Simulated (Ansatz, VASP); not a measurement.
This is a calculation of FeO for VASP 6.6.1.

Contents of INCAR:

```
ALGO = Normal ; EDIFF = 1E-6
ENCUT = 520 ; GGA = PE
ISIF = 2 ; ISMEAR = -1
ISPIN = 2 ; LASPH = True
LCHARG = True ; LELF = True
LMAXMIX = 4 ; LORBIT = 11
LREAL = False ; LVHAR = True
LWAVE = False ; MAGMOM = 4 0
NBANDS = 18 ; NELM = 150
PREC = Accurate ; SIGMA = 0.05
```

Contents of KPOINTS:

```
k-points
0
Gamma
  11 11 11
```

The input POSCAR:

```
FeO
1.0
    0.0000000000      2.1696747492      2.1696747492
    2.1696747492      0.0000000000      2.1696747492
    2.1696747492      2.1696747492      0.0000000000
Fe O
1 1
Direct
    0.0000000000      0.0000000000      0.0000000000
    0.5000000000      0.5000000000      0.5000000000
```

Potentials or basis: VASP PAW PBE potentials, release 64 (Fe, O).

Run with:

```bash
$ cat potpaw_PBE.64/Fe/POTCAR potpaw_PBE.64/O/POTCAR > POTCAR
$ mpirun -np 1 vasp_std > vasp.out
```

Translate it to Ansatz 0.2.0. Potentials there: all-electron LAPW, scalar-relativistic.

As run (the cutoff follows the program's own potentials):

Contents of input.yaml:

```yaml
crystal:
  lattice:
    - [0.0, 2.1696747492, 2.1696747492]
    - [2.1696747492, 0.0, 2.1696747492]
    - [2.1696747492, 2.1696747492, 0.0]
  atoms:
    - { symbol: Fe, position: [0.0, 0.0, 0.0], spin: 4.0 }
    - { symbol: O, position: [0.5, 0.5, 0.5] }
kpoints:
  mp_grid: { grid: [11, 11, 11] }
scf:
  occupations: { method: fermi_dirac, width: 0.05 }
hamiltonian:
  xc: pbe
  pseudopotentials: { kind: all_electron, lapw: { basis_error: 0.0005 } }
magnetization:
  spin_polarized: true
output:
  forces: true
  stress: true
  eigenvalues: true
```

Potentials or basis: all-electron LAPW, scalar-relativistic.

Command:

```console
$ ansatz run input.yaml --threads 2 --pin off --max-ram 6144MiB --backend cpu --events-out ev --progress --plain --runs-dir out
```

Both were run:

|  | VASP | Ansatz | Ansatz less VASP |
| --- | --- | --- | --- |
| gap on the k mesh at the Fermi level (eV) | none | none | - |
| pressure (GPa) | -3.7 | -3.8 | -0.04 |
| net moment per atom (μB) | 2.00 | 2.00 | +0.001 |
| size of the moment on the site where the two differ most (μB) | 0.30 | 0.32 | +0.019 |

Site moments also hang on the region over which each program counts them. A gap of «none» marks a metal or a gap that the smearing closes. Ansatz ran all-electron here, and VASP with PAW potentials.
